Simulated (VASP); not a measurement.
# MgSi2C2 (I4/mmm) in VASP: relaxation of cell and atoms with PBE

Aim: the relaxation of cell and atoms of MgSi2C2 with PBE.

Program: VASP 6.6.1. These are calculated values, not measurements. Logs are shortened: lines on timing, memory, paths and dates and some standing lists are left out, and cuts for length are marked.

**1. The cell of the first run**

It takes space group I4/mmm (No. 139, tetragonal). Conventional cell: a = 3.841 Å, b = 3.841 Å, c = 9.070 Å, α = 90.00°, β = 90.00°, γ = 90.00°. Within 3.9 Å of Mg (site symmetry 4/mmm) lie 10 C at 2.91 to 3.48 Å and 8 Si at 2.97 Å and 4 Mg at 3.84 Å. Si (site symmetry -4m2) has 4 C at 2.27 Å and 4 Si at 2.72 Å and 4 Mg at 2.97 Å within 3.0 Å. Within 2.8 Å of C (site symmetry 4mm) lie 1 C at 2.10 Å and 4 Si at 2.27 Å.

The cell was generated, and may not be a known phase.

**2. Relaxation of cell and atoms, PBE**

Input file INCAR:

```
PREC     = Accurate       # precision mode
ENCUT    = 840            # plane-wave cutoff, eV
EDIFF    = 1E-7           # SCF threshold, eV
ISMEAR   = 0              # smearing method
SIGMA    = 0.1            # smearing width, eV
LREAL    = False          # projectors in reciprocal space
LASPH    = True           # aspherical terms in the spheres
NELM     = 120            # most SCF steps
ALGO     = Normal         # electronic algorithm
ISIF     = 3              # what is computed and relaxed
LWAVE    = False          # write WAVECAR
LCHARG   = False          # write CHGCAR
GGA      = PE             # functional
IBRION   = 2              # ionic algorithm
NSW      = 90             # ionic steps
EDIFFG   = -0.04          # ionic threshold
GGA_COMPAT= False        
NELMIN   = 4
```

Input file KPOINTS:

```
regular mesh
0
Gamma
  6 6 6
```

Input file POSCAR:

```
MgSi2C2
1.0
   -1.9207000200      1.9207000200      4.5350638200
    1.9207000200     -1.9207000200      4.5350638200
    1.9207000200      1.9207000200     -4.5350638200
Mg Si C
1 2 2
Direct
    0.0000000000      0.0000000000      0.0000000000
    0.7500000000      0.2500000000      0.5000000000
    0.2500000000      0.7500000000      0.5000000000
    0.3842000100      0.3842000100      0.0000000000
    0.6157999900      0.6157999900      0.0000000000
```

Potentials or basis: VASP PAW PBE potentials, release 64 (Mg_sv, Si, C).

Launch:

```bash
cat potpaw_PBE.64/Mg_sv/POTCAR potpaw_PBE.64/Si/POTCAR potpaw_PBE.64/C/POTCAR > POTCAR
mpirun -np 1 vasp_std > vasp.out
```

OUTCAR:

```text
PREC = Accurate
   ENCUT = 840
   EDIFF = 1E-7
   ISMEAR = 0
   LREAL = False
   LASPH = True
   NELM = 120
   ISIF = 3
   GGA = PE
   IBRION = 2
   NSW = 90
   EDIFFG = -0.04
   NELMIN = 4

 ion  position               nearest neighbor table
   1  0.000  0.000  0.000-
   2  0.750  0.250  0.500-   4 2.27   5 2.27   4 2.27   5 2.27   3 2.72   3 2.72   3 2.72   3 2.72

   3  0.250  0.750  0.500-   4 2.27   5 2.27   4 2.27   5 2.27   2 2.72   2 2.72   2 2.72   2 2.72

   4  0.384  0.384  0.000-   2 2.27   3 2.27   3 2.27   2 2.27
   5  0.616  0.616  0.000-   3 2.27   2 2.27   2 2.27   3 2.27

  LATTYP: Found a body centered tetragonal cell.
 ALAT       =     3.8414000400
 C/A-ratio  =     2.3611515452

  Lattice vectors:

 A1 = (  -1.9207000200,   1.9207000200,   4.5350638200)
 A2 = (   1.9207000200,  -1.9207000200,   4.5350638200)
 A3 = (   1.9207000200,   1.9207000200,  -4.5350638200)

Analysis of symmetry for initial positions (statically):
=====================================================================
 Subroutine PRICEL returns:
 Original cell was already a primitive cell.

 Routine SETGRP: Setting up the symmetry group for a
 body centered tetragonal supercell.

 Subroutine GETGRP returns: Found 16 space group operations
 (whereof 16 operations were pure point group operations)
 out of a pool of 16 trial point group operations.

The static configuration has the point symmetry D_4h.

Analysis of symmetry for dynamics (positions and initial velocities):
=====================================================================
 Subroutine PRICEL returns:
 Original cell was already a primitive cell.

 Routine SETGRP: Setting up the symmetry group for a
 body centered tetragonal supercell.

 Subroutine GETGRP returns: Found 16 space group operations
 (whereof 16 operations were pure point group operations)
 out of a pool of 16 trial point group operations.

The dynamic configuration has the point symmetry D_4h.

 Subroutine INISYM returns: Found 16 space group operations
 (whereof 16 operations are pure point group operations),
 and found     1 'primitive' translations

----------------------------------------------------------------------------------------

                                     Primitive cell

  volume of cell :      66.9210

  direct lattice vectors                    reciprocal lattice vectors
    -1.920700020  1.920700020  4.535063820     0.000000000  0.260321755  0.110252032
     1.920700020 -1.920700020  4.535063820     0.260321755  0.000000000  0.110252032
     1.920700020  1.920700020 -4.535063820     0.260321755  0.260321755  0.000000000

  length of vectors
     5.286301258  5.286301258  5.286301258     0.282706432  0.282706432  0.368150556

  position of ions in fractional coordinates (direct lattice)
     0.000000000  0.000000000  0.000000000
     0.750000000  0.250000000  0.500000000
     0.250000000  0.750000000  0.500000000
     0.384200010  0.384200010  0.000000000
     0.615799990  0.615799990  0.000000000

  ion indices of the primitive-cell ions
   primitive index   ion index
                 1           1
                 2           2
                 3           3
                 4           4
                 5           5

----------------------------------------------------------------------------------------

 KPOINTS: regular mesh

Automatic generation of k-mesh.
 Grid dimensions read from file:
 generate k-points for:    6    6    6

 Generating k-lattice:

  Cartesian coordinates                     Fractional coordinates (reciprocal lattice)
     0.000000000  0.043386959  0.018375339     0.166666667  0.000000000 -0.000000000
     0.043386959  0.000000000  0.018375339     0.000000000  0.166666667 -0.000000000
     0.043386959  0.043386959  0.000000000     0.000000000  0.000000000  0.166666667

  Length of vectors
     0.047117739  0.047117739  0.061358426

  Shift w.r.t. Gamma in fractional coordinates (k-lattice)
     0.000000000  0.000000000  0.000000000

 Subroutine IBZKPT returns following result:
 ===========================================

 Found     30 irreducible k-points:

 Following reciprocal coordinates:
            Coordinates               Weight
  0.000000  0.000000  0.000000      1.000000
  0.166667 -0.000000  0.000000      8.000000
  0.333333 -0.000000  0.000000      8.000000
  0.500000 -0.000000  0.000000      4.000000
  0.166667  0.166667  0.000000      8.000000
  0.333333  0.166667  0.000000     16.000000
[... 16 lines left out ...]
 -0.333333 -0.333333  0.166667      8.000000
 -0.166667 -0.333333  0.166667      8.000000
 [... further k-points ...]
   k-points           NKPTS =     30   k-points in BZ     NKDIM =     30   number of bands    NBANDS=     17
   number of dos      NEDOS =    301   number of ions     NIONS =      5
   total plane-waves  NPLWV = 125000
   dimension x,y,z NGX =    50 NGY =   50 NGZ =   50
   dimension x,y,z NGXF=   100 NGYF=  100 NGZF=  100
   ions per type =               1   2   2
   NGX,Y,Z   is equivalent  to a cutoff of  15.72, 15.72, 15.72 a.u.
   NGXF,Y,Z  is equivalent  to a cutoff of  31.45, 31.45, 31.45 a.u.
 SYSTEM =  unknown system
   PREC   = accura    normal or accurate (medium, high low for compatibility)
   ISTART =      0    job   : 0-new  1-cont  2-samecut
   ICHARG =      2    charge: 1-file 2-atom 10-const
   ISPIN  =      1    spin polarized calculation?
   LNONCOLLINEAR =      F non collinear calculations
   LSORBIT =      F    spin-orbit coupling
   LASPH  =      T    aspherical Exc in radial PAW
   ENCUT  =  840.0 eV  61.74 Ry    7.86 a.u.  12.49 12.49 12.49*2*pi/ulx,y,z
   NELM   =    120;   NELMIN=  4; NELMDL= -5     # of ELM steps
   EDIFF  = 0.1E-06   stopping-criterion for ELM
   LREAL  =      F    real-space projection
   EDIFFG = -.4E-01   stopping-criterion for IOM
   NSW    =     90    number of steps for IOM
   IBRION =      2    ionic relax: 0-MD 1-quasi-New 2-CG
   NFREE  =      1    steps in history (QN), initial steepest desc. (CG)
   ISIF   =      3    stress and relaxation
   ISYM   =      2    0-nonsym 1-usesym 2-fastsym
   POTIM  = 0.5000    time-step for ionic-motion
   TEBEG  =    0.0;   TEEND  =   0.0 temperature during run
   PSTRESS=    0.0 pullay stress
   NELECT =      26.0000    total number of electrons
   NUPDOWN=      -1.0000    fix difference up-down
   EMIN   =  10.00;   EMAX   =-10.00  energy-range for DOS
   EFERMI =   0.00;   METHOD = LEGACY
   ISMEAR =     0;   SIGMA  =   0.10  broadening in eV -4-tet -1-fermi 0-gaus
   EFERMI_NEDOS =   21; number of points for ismear=-14 and -15
   IALGO  =     38    algorithm
   IMIX   =      4    mixing-type and parameters
     AMIX     =   0.40;   BMIX     =  1.00
     AMIX_MAG =   1.60;   BMIX_MAG =  1.00
  volume/ion in A,a.u.               =      13.38        90.32
  Fermi-wavevector in a.u.,A,eV,Ry     =   1.194571  2.257411 19.415496  1.426999
  Thomas-Fermi vector in A             =   2.330557
   LORBIT       =      0    0 simple, 1 ext, 2 COOP (PROOUT), +10 PAW based schemes
   GGA     = PE    functional components
   LHFCALC =     F    Hartree Fock is set to
   AEXX    =    0.0000 exact exchange contribution
   IVDW    =     0    specifies the selected vdW correction
   LEPSILON=     F    determine dielectric tensor
   LRPA    =     F    only Hartree local field effects (RPA)
 conjugate gradient relaxation of ions
 non-spin polarized calculation
 Gauss-broadening in eV      SIGMA  =   0.10
  energy-cutoff  :      840.00
  volume of cell :       66.92
 maximum number of plane-waves:      3735
 NGX is ok and might be reduce to    50
   NGX = 25   NGY = 25   NGZ = 25

--------------------------------------- Ionic step        1  -------------------------------------------

 number of electron      25.9999999 magnetization

 Free energy of the ion-electron system (eV)
  ---------------------------------------------------
  ext. energy  EPLUGINS =         0.00000000
  ---------------------------------------------------
  free energy    TOTEN  =       -24.20036429 eV

  energy without entropy =      -24.19225425  energy(sigma->0) =      -24.19630927

------------------------ aborting loop because EDIFF is reached ----------------------------------------

  FORCE on cell =-STRESS in cart. coord.  units (eV):
  Direction    XX          YY          ZZ          XY          YZ          ZX
  --------------------------------------------------------------------------------------
  -------------------------------------------------------------------------------------
  Total       -4.1964099     -4.1964099     -5.2510439      0.0000000     -0.0000000      0.0000000
  in kB     -100.4675962   -100.4675962   -125.7169263      0.0000000     -0.0000000      0.0000000
  external PRESSURE =    -108.8840396 kB  Pullay stress =       0.0000000 kB
[... 98 lines left out ...]
  FREE ENERGIE OF THE ION-ELECTRON SYSTEM (eV)
  ---------------------------------------------------
  free  energy   TOTEN  =       -24.7402021065 eV

  energy  without entropy=      -24.7285704624  energy(sigma->0) =      -24.73438628

 E-fermi :   6.2074     XC(G=0): -10.0717

 val. band max:        6.1875216735   @ k =   0.1667   0.1667   0.1667
 cond. band min:       6.2191795399   @ k =  -0.3333   0.1667   0.0000
 fundamental gap:      0.0316578664
 Fermi energy:         6.2073970754

 k-point     1 :       0.0000    0.0000    0.0000
  band No.  band energies     occupation
      1     -70.3030      2.00000
      2     -37.0825      2.00000
      3     -37.0825      2.00000
      4     -37.0239      2.00000
      5     -10.0897      2.00000
      6      -3.1408      2.00000
[... 457 lines left out ...]
      4     -37.0238      2.00000
      5      -9.8014      2.00000
      6      -4.4285      2.00000
[... 9 lines left out ...]
     16      10.6340      0.00000
     17      11.1506      0.00000

 [... further k-points ...]

 E-fermi :   4.8744     XC(G=0):  -9.0112

 val. band max:        4.7877307837   @ k =  -0.3333  -0.3333   0.3333
 cond. band min:       4.9208335076   @ k =  -0.1667  -0.3333   0.1667
 fundamental gap:      0.1331027239
 Fermi energy:         4.8743936541

 k-point     1 :       0.0000    0.0000    0.0000
  band No.  band energies     occupation
      1     -71.0447      2.00000
      2     -37.8712      2.00000
      3     -37.8712      2.00000
      4     -37.7002      2.00000
      5      -9.9027      2.00000
      6      -5.8432      2.00000
[... 457 lines left out ...]
      4     -37.7000      2.00000
      5      -9.6440      2.00000
      6      -6.1982      2.00000
[... 9 lines left out ...]
     16       6.4079      0.00000
     17       8.2763      0.00000

 [... further k-points ...]

[... ionic steps 4 to 22 ...]

--------------------------------------- Ionic step       23  -------------------------------------------

 number of electron      26.0000010 magnetization

------------------------ aborting loop because EDIFF is reached ----------------------------------------
[... 73 lines left out ...]
--------------------------------------- Ionic step       25  -------------------------------------------

 number of electron      26.0000012 magnetization

 Free energy of the ion-electron system (eV)
  ---------------------------------------------------
  ext. energy  EPLUGINS =         0.00000000
  ---------------------------------------------------
  free energy    TOTEN  =       -27.60663048 eV

  energy without entropy =      -27.60200237  energy(sigma->0) =      -27.60431642

 E-fermi :   5.5754     XC(G=0):  -9.4354

 val. band max:        5.4965968176   @ k =  -0.3333   0.3333   0.3333
 cond. band min:       5.6160256556   @ k =  -0.3333   0.5000   0.1667
 fundamental gap:      0.1194288381
 Fermi energy:         5.5753943675

 k-point     1 :       0.0000    0.0000    0.0000
  band No.  band energies     occupation
      1     -70.9566      2.00000
      2     -37.7369      2.00000
      3     -37.7369      2.00000
      4     -37.6793      2.00000
      5     -11.7361      2.00000
      6      -6.0317      2.00000
[... 457 lines left out ...]
      4     -37.6790      2.00000
      5     -11.4624      2.00000
      6      -6.5073      2.00000
[... 9 lines left out ...]
     16       8.1903      0.00000
     17       8.9736      0.00000

 [... further k-points ...]

------------------------ aborting loop because EDIFF is reached ----------------------------------------

  FORCE on cell =-STRESS in cart. coord.  units (eV):
  Direction    XX          YY          ZZ          XY          YZ          ZX
  --------------------------------------------------------------------------------------
  -------------------------------------------------------------------------------------
  Total       -0.0021912     -0.0021912     -0.1258371      0.0000000      0.0000000     -0.0000000
  in kB       -0.0449551     -0.0449551     -2.5817212      0.0000000      0.0000000     -0.0000000
  external PRESSURE =      -0.8905438 kB  Pullay stress =       0.0000000 kB
[... 20 lines left out ...]
  FREE ENERGIE OF THE ION-ELECTRON SYSTEM (eV)
  ---------------------------------------------------
  free  energy   TOTEN  =       -27.6066304821 eV

  energy  without entropy=      -27.6020023668  energy(sigma->0) =      -27.60431642

 reached required accuracy - stopping structural energy minimisation
```

It took 31 min on 1 thread of Intel Xeon Platinum 8259CL at 2.50GHz (Skylake/Cascade Lake), shared host; peak memory 0.43 GiB.

Results:

| Quantity | Value |
| --- | --- |
| Free energy | -27.6066 eV |
| Relaxed volume | 15.62 Å³/atom |
| Relaxed cell | a = 6.485 Å, b = 6.485 Å, c = 6.485 Å, α = 147.58°, β = 147.58°, γ = 46.50° |
| Space group after relaxing (to 0.1 Å) | I4/mmm (No. 139) |
| Energy gained by relaxing | 681.3 meV/atom |
| Ionic steps | 25 |
| Pressure after relaxing | -0.1 GPa |
| Largest force after relaxing | 0.015 eV/Å |
| Band gap on the k mesh | zero (bands 13 and 14 overlap by 2.60 eV) |

Forces on the atoms (eV/Å):
```
Mg   0.000  0.000  0.000
Si   0.000  0.000  0.000
Si   0.000  0.000  0.000
C    0.000  0.000  0.015
C    0.000  0.000 -0.015
```

The path:
| step | energy change (eV) | largest force (eV/Å) | pressure (GPa) | volume (Å³) |
| --- | --- | --- | --- | --- |
| 1 | 0.0000 | 1.1760 | -10.89 | 66.92 |
| 2 | -0.5059 | 1.5146 | -1.07 | 58.49 |
| 3 | -0.5398 | 1.5756 | 3.40 | 56.11 |
| 4 | -0.8651 | 1.6695 | 6.92 | 55.32 |
| 5 | -1.1904 | 0.8076 | 15.68 | 54.15 |
| 6 | -1.2101 | 0.2301 | 20.87 | 53.62 |
| 7 | -1.3063 | 0.1533 | 20.10 | 54.23 |
| 8 | -1.5751 | 0.2969 | 18.05 | 56.09 |
| 9 | -1.9967 | 0.3673 | 16.10 | 59.91 |
| 10 | -2.3532 | 0.3377 | 10.11 | 68.04 |
| 11 | -1.9393 | 3.0758 | -5.13 | 86.26 |
| 12 | -2.7195 | 0.7320 | 4.50 | 71.48 |
| 13 | -2.8913 | 0.6669 | -4.89 | 78.65 |
| 14 | -2.9459 | 0.4456 | -1.71 | 75.17 |
| 15 | -2.9685 | 0.1994 | -2.85 | 76.24 |
| 16 | -2.9685 | 0.0258 | -3.36 | 76.75 |
| 17 | -3.0550 | 0.3947 | -2.80 | 76.71 |
| 18 | -3.1098 | 0.8766 | -1.74 | 76.55 |
| 19 | -3.2817 | 0.7094 | 0.35 | 75.05 |
| 20 | -3.2885 | 0.4247 | 6.28 | 72.93 |
| 21 | -3.3202 | 0.6244 | 3.10 | 73.97 |
| 22 | -3.3860 | 0.3886 | 0.48 | 76.43 |
| 23 | -3.4008 | 0.2149 | -1.29 | 78.52 |
| 24 | -3.4039 | 0.1198 | 0.74 | 77.82 |
| 25 | -3.4063 | 0.0149 | -0.09 | 78.09 |

Final structure:
```
CELL_PARAMETERS angstrom
-1.81015 1.81015 5.95825
1.81015 -1.81015 5.95825
1.81015 1.81015 -5.95825
ATOMIC_POSITIONS crystal
Mg 0.00000 0.00000 0.00000
Si 0.75000 0.25000 0.50000
Si 0.25000 0.75000 0.50000
C 0.19587 0.19587 0.00000
C 0.80413 0.80413 0.00000
```

Levels at points of the mesh, in eV from the Fermi level:
| k point | band 11 | band 12 | band 13 | band 14 | band 15 | band 16 |
| --- | --- | --- | --- | --- | --- | --- |
| (0.00, 0.00, 0.00) | -3.16 | -3.16 | -2.86 | -0.75 | 2.24 | 3.36 |
| (0.50, 0.00, 0.00) | -3.93 | -3.45 | -0.67 | 0.44 | 1.64 | 1.88 |
| (0.50, 0.50, 0.00) | -4.55 | -4.23 | 1.55 | 2.01 | 2.03 | 3.81 |
| (0.50, 0.50, 0.50) | -3.15 | -3.15 | -2.90 | -0.92 | 1.88 | 2.59 |

Caveat: the volume moved by over 15 % at a fixed basis, so the end points are rough.

The gap in the log of VASP goes by the Fermi energy; the results here count the filled bands.